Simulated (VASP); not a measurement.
# LiNbO3 in VASP: notebook

The runs below take LiNbO3 through single point, relaxation of cell and atoms, with PBE.

Program: VASP 6.6.1. These are calculated values, not measurements. Logs are shortened: lines on timing, memory, paths and dates and some standing lists are left out, and cuts for length are marked.

### 1 The cell of the first run

It takes space group Pm-3m (No. 221, cubic). The conventional cell has a = 3.445 Å, b = 3.445 Å, c = 3.445 Å, α = 90.00°, β = 90.00°, γ = 90.00°. Within 2.3 Å of Li (site symmetry m-3m) lie 6 O at 1.72 Å. Within 3.2 Å of Nb (site symmetry m-3m) lie 12 O at 2.44 Å and 8 Li at 2.98 Å. O (site symmetry 4/mmm) has 2 Li at 1.72 Å within 2.3 Å.

### 2 Single point, PBE

INCAR reads:

```
PREC = Accurate
ENCUT = 520
EDIFF = 1E-6
ISMEAR = 0
SIGMA = 0.1
LREAL = False
LASPH = True
NELM = 60
ALGO = Normal
ISIF = 2
LWAVE = False
LCHARG = False
GGA = PE
NBANDS = 25
```

KPOINTS reads:

```
Automatic mesh
0
Gamma
  12 12 12
```

POSCAR reads:

```
LiNbO3
1.0
    3.4452017885      0.0000000000      0.0000000000
    0.0000000000      3.4452017885      0.0000000000
    0.0000000000      0.0000000000      3.4452017885
Li Nb O
1 1 3
Direct
    0.5000000000      0.5000000000      0.5000000000
    0.0000000000      0.0000000000      0.0000000000
    0.0000000000      0.5000000000      0.5000000000
    0.5000000000      0.0000000000      0.5000000000
    0.5000000000      0.5000000000      0.0000000000
```

Potentials or basis: VASP PAW PBE potentials, release 64 (Li_sv, Nb_sv, O).

On the command line:

```sh
cat potpaw_PBE.64/Li_sv/POTCAR potpaw_PBE.64/Nb_sv/POTCAR potpaw_PBE.64/O/POTCAR > POTCAR
mpirun -np 1 vasp_std > vasp.out
```

OUTCAR:

```text
PREC = Accurate
   ENCUT = 520
   EDIFF = 1E-6
   ISMEAR = 0
   LREAL = False
   LASPH = True
   NELM = 60
   ISIF = 2
   GGA = PE

 ion  position               nearest neighbor table
   1  0.500  0.500  0.500-   3 1.72   4 1.72   5 1.72   5 1.72   4 1.72   3 1.72
   2  0.000  0.000  0.000-   3 2.44   4 2.44   5 2.44   3 2.44   4 2.44   3 2.44   5 2.44   3 2.44
                             4 2.44   5 2.44   4 2.44   5 2.44
   3  0.000  0.500  0.500-   1 1.72   1 1.72   2 2.44   2 2.44   2 2.44   2 2.44
   4  0.500  0.000  0.500-   1 1.72   1 1.72   2 2.44   2 2.44   2 2.44   2 2.44
   5  0.500  0.500  0.000-   1 1.72   1 1.72   2 2.44   2 2.44   2 2.44   2 2.44

  LATTYP: Found a simple cubic cell.
 ALAT       =     3.4452017885

  Lattice vectors:

 A1 = (   3.4452017885,   0.0000000000,   0.0000000000)
 A2 = (   0.0000000000,   3.4452017885,   0.0000000000)
 A3 = (   0.0000000000,   0.0000000000,   3.4452017885)

Analysis of symmetry for initial positions (statically):
=====================================================================
 Subroutine PRICEL returns:
 Original cell was already a primitive cell.

 Routine SETGRP: Setting up the symmetry group for a
 simple cubic supercell.

 Subroutine GETGRP returns: Found 48 space group operations
 (whereof 48 operations were pure point group operations)
 out of a pool of 48 trial point group operations.

The static configuration has the point symmetry O_h .

Analysis of symmetry for dynamics (positions and initial velocities):
=====================================================================
 Subroutine PRICEL returns:
 Original cell was already a primitive cell.

 Routine SETGRP: Setting up the symmetry group for a
 simple cubic supercell.

 Subroutine GETGRP returns: Found 48 space group operations
 (whereof 48 operations were pure point group operations)
 out of a pool of 48 trial point group operations.

The dynamic configuration has the point symmetry O_h .

 Subroutine INISYM returns: Found 48 space group operations
 (whereof 48 operations are pure point group operations),
 and found     1 'primitive' translations

----------------------------------------------------------------------------------------

                                     Primitive cell

  volume of cell :      40.8925

  direct lattice vectors                    reciprocal lattice vectors
     3.445201788  0.000000000  0.000000000     0.290258760  0.000000000  0.000000000
     0.000000000  3.445201788  0.000000000     0.000000000  0.290258760  0.000000000
[... 90 lines left out ...]
   NELM   =     60;   NELMIN=  2; NELMDL= -5     # of ELM steps
   EDIFF  = 0.1E-05   stopping-criterion for ELM
   LREAL  =      F    real-space projection
   EDIFFG = 0.1E-04   stopping-criterion for IOM
   NSW    =      0    number of steps for IOM
   IBRION =     -1    ionic relax: 0-MD 1-quasi-New 2-CG
   NFREE  =      0    steps in history (QN), initial steepest desc. (CG)
   ISIF   =      2    stress and relaxation
   ISYM   =      2    0-nonsym 1-usesym 2-fastsym
   POTIM  = 0.5000    time-step for ionic-motion
   TEBEG  =    0.0;   TEEND  =   0.0 temperature during run
   PSTRESS=    0.0 pullay stress
   NELECT =      34.0000    total number of electrons
   NUPDOWN=      -1.0000    fix difference up-down
   EMIN   =  10.00;   EMAX   =-10.00  energy-range for DOS
   EFERMI =   0.00;   METHOD = LEGACY
   ISMEAR =     0;   SIGMA  =   0.10  broadening in eV -4-tet -1-fermi 0-gaus
   EFERMI_NEDOS =   21; number of points for ismear=-14 and -15
   IALGO  =     38    algorithm
   IMIX   =      4    mixing-type and parameters
     AMIX     =   0.40;   BMIX     =  1.00
     AMIX_MAG =   1.60;   BMIX_MAG =  1.00
  volume/ion in A,a.u.               =       8.18        55.19
  Fermi-wavevector in a.u.,A,eV,Ry     =   1.539406  2.909055 32.242684  2.369770
  Thomas-Fermi vector in A             =   2.645638
   LORBIT       =      0    0 simple, 1 ext, 2 COOP (PROOUT), +10 PAW based schemes
   GGA     = PE    functional components
   LHFCALC =     F    Hartree Fock is set to
   AEXX    =    0.0000 exact exchange contribution
   IVDW    =     0    specifies the selected vdW correction
   LEPSILON=     F    determine dielectric tensor
   LRPA    =     F    only Hartree local field effects (RPA)
 non-spin polarized calculation
 Gauss-broadening in eV      SIGMA  =   0.10
  energy-cutoff  :      520.00
  volume of cell :       40.89
 maximum number of plane-waves:      1141
 NGX is ok and might be reduce to    28
   NGX = 13   NGY = 13   NGZ = 13

 number of electron      33.9999983 magnetization

 Free energy of the ion-electron system (eV)
  ---------------------------------------------------
  ext. energy  EPLUGINS =         0.00000000
  ---------------------------------------------------
  free energy    TOTEN  =       -32.65317731 eV

  energy without entropy =      -32.64120790  energy(sigma->0) =      -32.64719261

 E-fermi :   8.4226     XC(G=0): -12.7157

 val. band max:        8.4154524662   @ k =   0.4167   0.4167   0.3333
 cond. band min:       8.4322230241   @ k =   0.1667   0.1667   0.0000
 fundamental gap:      0.0167705579
 Fermi energy:         8.4226379032

 k-point     1 :       0.0000    0.0000    0.0000
  band No.  band energies     occupation
      1     -48.9377      2.00000
      2     -33.1170      2.00000
      3     -24.7144      2.00000
      4     -24.7144      2.00000
      5     -24.7144      2.00000
      6     -10.9540      2.00000
[... 661 lines left out ...]
     24      20.4561      0.00000
     25      21.8423      0.00000

 [... further k-points ...]
[... 5 lines left out ...]
  --------------------------------------------------------------------------------------
  -------------------------------------------------------------------------------------
  Total        0.1935822      0.1935822      0.1935822     -0.0000000     -0.0000000      0.0000000
  in kB        7.5845884      7.5845884      7.5845884     -0.0000000     -0.0000000      0.0000000
  external PRESSURE =       7.5845884 kB  Pullay stress =       0.0000000 kB

 VOLUME and BASIS-vectors are now :
 -----------------------------------------------------------------------------
  energy-cutoff  :      520.00
  volume of cell :       40.89
      direct lattice vectors                 reciprocal lattice vectors
     3.445201788  0.000000000  0.000000000     0.290258760  0.000000000  0.000000000
     0.000000000  3.445201788  0.000000000     0.000000000  0.290258760  0.000000000
     0.000000000  0.000000000  3.445201788     0.000000000  0.000000000  0.290258760

 POSITION                                       TOTAL-FORCE (eV/Angst)
 -----------------------------------------------------------------------------------
      1.72260      1.72260      1.72260         0.000000      0.000000      0.000000
      0.00000      0.00000      0.00000         0.000000      0.000000      0.000000
      0.00000      1.72260      1.72260         0.000000      0.000000      0.000000
      1.72260      0.00000      1.72260         0.000000      0.000000      0.000000
      1.72260      1.72260      0.00000         0.000000      0.000000      0.000000
 -----------------------------------------------------------------------------------
    total drift:                                0.000000      0.000000      0.000000

  FREE ENERGIE OF THE ION-ELECTRON SYSTEM (eV)
  ---------------------------------------------------
  free  energy   TOTEN  =       -32.6531773070 eV

  energy  without entropy=      -32.6412079033  energy(sigma->0) =      -32.64719261
```

OSZICAR:

```text
N       E                     dE             d eps       ncg     rms          rms(c)
DAV:   1     0.308715256260E+03    0.30872E+03   -0.18998E+04  4200   0.147E+03
[... 11 lines left out ...]
DAV:  13    -0.326731557667E+02    0.63277E-02   -0.15965E-03  5377   0.364E-01    0.104E+00
DAV:  14    -0.326565157140E+02    0.16640E-01   -0.65797E-03  5859   0.750E-01    0.459E-01
DAV:  15    -0.326553281914E+02    0.11875E-02   -0.63537E-04  5426   0.182E-01    0.350E-01
DAV:  16    -0.326531793974E+02    0.21488E-02   -0.18083E-03  5989   0.371E-01    0.327E-02
DAV:  17    -0.326531974063E+02   -0.18009E-04   -0.99490E-05  5116   0.753E-02    0.320E-02
DAV:  18    -0.326531777035E+02    0.19703E-04   -0.30980E-05  5912   0.480E-02    0.611E-03
DAV:  19    -0.326531773070E+02    0.39655E-06   -0.17355E-06  4276   0.109E-02
   1 F= -.32653177E+02 E0= -.32647193E+02  d E =-.119694E-01
```

stdout:

```text
POSCAR found type information on POSCAR LiNbO
 POSCAR found :  3 types and       5 ions
 scaLAPACK will be used
 LDA part: xc-table for (Slater+PW92), standard interpolation
 POSCAR, INCAR and KPOINTS ok, starting setup
 FFT: planning ... GRIDC
 FFT: planning ... GRID_SOFT
 FFT: planning ... GRID
 WAVECAR not read
 entering main loop
```

Run time: 3.8 min. Hardware: 1 thread of AMD EPYC 7R13, shared host; peak memory 0.18 GiB.

What came out:

| Property | Result |
| --- | --- |
| Free energy | -32.6532 eV |
| Band gap on the k mesh | zero (bands 17 and 18 overlap by 0.55 eV) |

Levels at points of the mesh, in eV from the Fermi level:
```tsv
k point	band 13	band 14	band 15	band 16	band 17	band 18	band 19	band 20	band 21	band 22
(0.00, 0.00, 0.00)	-2.04	-2.04	-1.09	-1.09	-0.17	-0.17	-0.17	0.22	0.22	0.22
(0.50, 0.00, 0.00)	-2.89	-2.89	-1.64	-1.20	-1.20	0.37	0.65	2.67	3.46	3.46
(0.50, 0.50, 0.00)	-3.13	-3.13	-3.00	-1.22	0.09	1.30	1.43	2.66	3.50	3.50
(0.50, 0.50, 0.50)	-0.25	-0.25	-0.25	0.15	0.15	0.78	0.78	0.78	1.24	1.24
```

Caveat: the cutoff is under 1.25 times the usual one of these potentials, so pressure, stress and relaxed cells hold a basis-set (Pulay) error.

### 3 Relaxation of cell and atoms, PBE

This run uses another cell than the first one, of 9.96 Å³/atom.

INCAR reads:

```
PREC     = Accurate       # precision mode
ENCUT    = 600            # plane-wave cutoff, eV
EDIFF    = 1E-6           # SCF threshold, eV
ISMEAR   = 0              # smearing method
SIGMA    = 0.1            # smearing width, eV
LREAL    = F              # projectors in reciprocal space
LASPH    = T              # aspherical terms in the spheres
NELM     = 60             # most SCF steps
ALGO     = Normal         # electronic algorithm
ISIF     = 3              # what is computed and relaxed
LWAVE    = F              # write WAVECAR
LCHARG   = F              # write CHGCAR
GGA      = PE             # functional
IBRION   = 2              # ionic algorithm
NSW      = 90             # ionic steps
EDIFFG   = -0.04          # ionic threshold
```

KPOINTS reads:

```
regular mesh
0
Gamma
  6 6 6
```

POSCAR reads:

```
LiNbO3
1.0
    3.6738667002      0.0000000000      0.0000000000
    0.0000000000      3.6738667002      0.0000000000
    0.0000000000      0.0000000000      3.6905836295
Li Nb O
1 1 3
Direct
    0.0000000000      0.0000000000      0.0000000000
    0.5000000000      0.5000000000      0.5000000000
    0.5000000000      0.5000000000      0.0000000000
    0.5000000000      0.0000000000      0.5000000000
    0.0000000000      0.5000000000      0.5000000000
```

Potentials or basis: VASP PAW PBE potentials, release 64 (Li_sv, Nb_sv, O).

On the command line:

```sh
cat potpaw_PBE.64/Li_sv/POTCAR potpaw_PBE.64/Nb_sv/POTCAR potpaw_PBE.64/O/POTCAR > POTCAR
mpirun -np 1 vasp_std > vasp.out
```

It took 5.7 min on 1 thread of AMD EPYC 7R13, shared host; peak memory 0.17 GiB.

Results (log left out):

- Free energy: -39.1879 eV
- Relaxed volume: 12.35 Å³/atom
- Relaxed cell: a = 3.952 Å, b = 3.952 Å, c = 3.955 Å, α = 90.00°, β = 90.00°, γ = 90.00°
- Space group after relaxing (to 0.1 Å): Pm-3m (No. 221)
- Energy gained by relaxing: 388.7 meV/atom
- Ionic steps: 5
- Pressure after relaxing: 0.1 GPa
- Band gap on the k mesh: 1.68 eV (least direct gap 2.48 eV)

Stress tensor (GPa, compression positive):
```
 0.16  0.00  0.00
 0.00  0.16  0.00
 0.00  0.00 -0.12
```

Step by step:
```csv
step,energy change (eV),largest force (eV/Å),pressure (GPa),volume (Å³)
1,0.0000,0.0000,62.84,49.81
2,0.7015,0.0000,-30.30,83.63
3,-1.9352,0.0000,-2.74,62.74
4,-1.9430,0.0000,-0.70,62.02
5,-1.9436,0.0000,0.07,61.76
```

Final structure:
```
Li Nb O
1.0
     3.95159    0.00000    0.00000
     0.00000    3.95159    0.00000
     0.00000    0.00000    3.95488
Li Nb O
1 1 3
Cartesian
  0.0000 0.0000 0.0000
  1.9758 1.9758 1.9774
  1.9758 1.9758 0.0000
  1.9758 0.0000 1.9774
  0.0000 1.9758 1.9774
```

Levels at points of the mesh, in eV from the valence-band top:
```
           k point  band 13  band 14  band 15  band 16  band 17  band 18  band 19  band 20  band 21
(0.00, 0.00, 0.00)    -1.09    -1.09    -0.80    -0.80    -0.80     1.68     1.68     1.68     4.56
(0.50, 0.00, 0.00)    -2.07    -2.06    -1.43    -0.85    -0.85     1.75     4.36     4.36     5.69
(0.50, 0.50, 0.00)    -2.82    -1.97    -1.97    -1.47    -0.02     4.39     4.39     5.54     7.11
(0.00, 0.00, 0.50)    -2.06    -2.06    -1.43    -0.85    -0.85     1.75     4.35     4.35     5.70
(0.50, 0.00, 0.50)    -2.81    -1.98    -1.98    -1.47    -0.02     4.38     4.39     5.53     7.12
(0.50, 0.50, 0.50)    -4.76    -4.54     0.00     0.00     0.00     5.52     5.52     5.53     6.87
```

Caveat: the cutoff is under 1.25 times the usual one of these potentials, so pressure, stress and relaxed cells hold a basis-set (Pulay) error; the volume moved by over 15 % at a fixed basis, so the end points are rough. A k mesh can miss the band edges.

### 4 Relaxation of cell and atoms, PBE

This run uses another cell than the first one, of 12.36 Å³/atom.

INCAR reads:

```
SYSTEM = LiNbO3
PREC = Accurate ; ENCUT = 600
EDIFF = 1E-6 ; ISMEAR = 0
SIGMA = 0.02 ; LREAL = .False.
LASPH = .True. ; NELM = 100
ALGO = Normal ; ISIF = 3
LWAVE = .False. ; LCHARG = .False.
GGA = PE ; IBRION = 2
NSW = 100 ; EDIFFG = -0.01
```

KPOINTS reads:

```
regular mesh
0
Gamma
  8 8 8
  0 0 0
```

POSCAR: that of step 3 with these lines changed.

```diff
@@ -2,5 +2,5 @@
 1.0
-    3.6738667002      0.0000000000      0.0000000000
-    0.0000000000      3.6738667002      0.0000000000
-    0.0000000000      0.0000000000      3.6905836295
+    3.9533506142      0.0000000000      0.0000000000
+    0.0000000000      3.9533506142      0.0000000000
+    0.0000000000      0.0000000000      3.9533506142
 Li Nb O
```

On the command line:

```sh
cat potpaw_PBE.64/Li_sv/POTCAR potpaw_PBE.64/Nb_sv/POTCAR potpaw_PBE.64/O/POTCAR > POTCAR
mpirun -np 1 vasp_std > vasp.out
```

It took 2.4 min on 1 thread of AMD EPYC 7R13, shared host; peak memory 0.19 GiB.

It converged, with:

* Free energy: -39.2135 eV
* Relaxed volume: 12.34 Å³/atom
* Relaxed cell: a = 3.952 Å, b = 3.952 Å, c = 3.952 Å, α = 90.00°, β = 90.00°, γ = 90.00°
* Space group after relaxing (to 0.1 Å): Pm-3m (No. 221)
* Energy gained by relaxing: 0.0 meV/atom
* Ionic steps: 3
* Pressure after relaxing: 0.0 GPa
* Band gap on the k mesh: 1.69 eV (least direct gap 2.49 eV)

Final structure:
```
Li Nb O
1.0
     3.95182    0.00000    0.00000
     0.00000    3.95182    0.00000
     0.00000    0.00000    3.95182
Li Nb O
1 1 3
Cartesian
  0.0000 0.0000 0.0000
  1.9759 1.9759 1.9759
  1.9759 1.9759 0.0000
  1.9759 0.0000 1.9759
  0.0000 1.9759 1.9759
```

Levels at points of the mesh, in eV from the valence-band top:
```
           k point  band 15  band 16  band 17  band 18  band 19  band 20
(0.00, 0.00, 0.00)    -0.80    -0.80    -0.80     1.69     1.69     1.69
(0.50, 0.00, 0.00)    -1.43    -0.85    -0.85     1.76     4.37     4.37
(0.50, 0.50, 0.00)    -1.98    -1.47    -0.02     4.39     4.39     5.54
(0.50, 0.50, 0.50)     0.00     0.00     0.00     5.53     5.53     5.53
```

Caveat: the cutoff is under 1.25 times the usual one of these potentials, so pressure, stress and relaxed cells hold a basis-set (Pulay) error.

### 5 The runs side by side

| task | cell | k mesh | cutoff (eV) | smearing | gap on the mesh (eV) | pressure (GPa) | relaxed volume (Å³/atom) |
| --- | --- | --- | --- | --- | --- | --- | --- |
| single point | a = 3.445 Å, 5 atoms, atomic positions A | 12 × 12 × 12 | 520 | gaussian 0.1 eV | none | - | - |
| relaxation of cell and atoms | relaxed from a = 3.674, b = 3.674, c = 3.691 Å, 5 atoms, atomic positions B | 6 × 6 × 6 | 600 | gaussian 0.1 eV | 1.68 | 0.1 | 12.35 |
| relaxation of cell and atoms | relaxed from a = 3.953 Å, 5 atoms, atomic positions B | 8 × 8 × 8 | 600 | gaussian 0.02 eV | 1.69 | 0.0 | 12.34 |

Alike in all rows: level PBE; potentials or basis VASP PAW PBE potentials, release 64 (Li_sv, Nb_sv, O); no spin polarisation.

Caveats: the cutoff is under 1.25 times the usual one of these potentials, so pressure, stress and relaxed cells hold a basis-set (Pulay) error; the volume moved by over 15 % at a fixed basis, so the end points are rough (at least some runs).

Total energies depend on the potentials used, so only differences within one code and one set of settings carry meaning.
